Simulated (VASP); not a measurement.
Wanted: the native input for a VASP 6.6.1 run.

```
Task                   : single point
Functional             : PBEsol
Potentials or basis    : VASP PAW PBE potentials, release 64 (Cu)
Cutoff                 : 520 eV
k mesh                 : 12 × 12 × 12
Occupations            : gaussian, width 0.1 eV
Spin                   : no spin polarisation
Dipole correction      : no
Further INCAR settings : ALGO = Normal; EDIFF = 1e-06; NBANDS = 12
```

The structure of Cu lies in POSCAR:

```
Cu
1.0
   -1.4427933200      1.4427933200      1.3760814500
    1.4427933200     -1.4427933200      1.3760814500
    1.4427933200      1.4427933200     -1.3760814500
Cu
1
Direct
    0.0000000000      0.0000000000      0.0000000000
```

The input as run:

INCAR

```
SYSTEM = Cu
  PREC = Accurate
  ENCUT = 520
  EDIFF = 1E-6
  ISMEAR = 0
  SIGMA = 0.1
  LREAL = .False.
  LASPH = .True.
  NELM = 80
  ALGO = Normal
  ISIF = 2
  LWAVE = .False.
  LCHARG = .True.
  GGA = PS
  LELF = .True.
  LVHAR = .True.
  NBANDS = 12
```

KPOINTS

```
Automatic mesh
0
Gamma
  12 12 12
  0 0 0
```

Potentials or basis: VASP PAW PBE potentials, release 64 (Cu).

Launch:

```sh
$ cat potpaw_PBE.64/Cu/POTCAR > POTCAR
$ mpirun -np 1 vasp_std > vasp.out
```

It gave:

The pressure is -0.8 GPa.

Caveat: the PAW data sets were made with another functional, which shifts forces and pressure a little.

Wall time 9.5 s on 1 thread of Intel(R) Xeon(R) Platinum 8559C (Emerald Rapids) (shared host), peak memory 0.13 GiB.
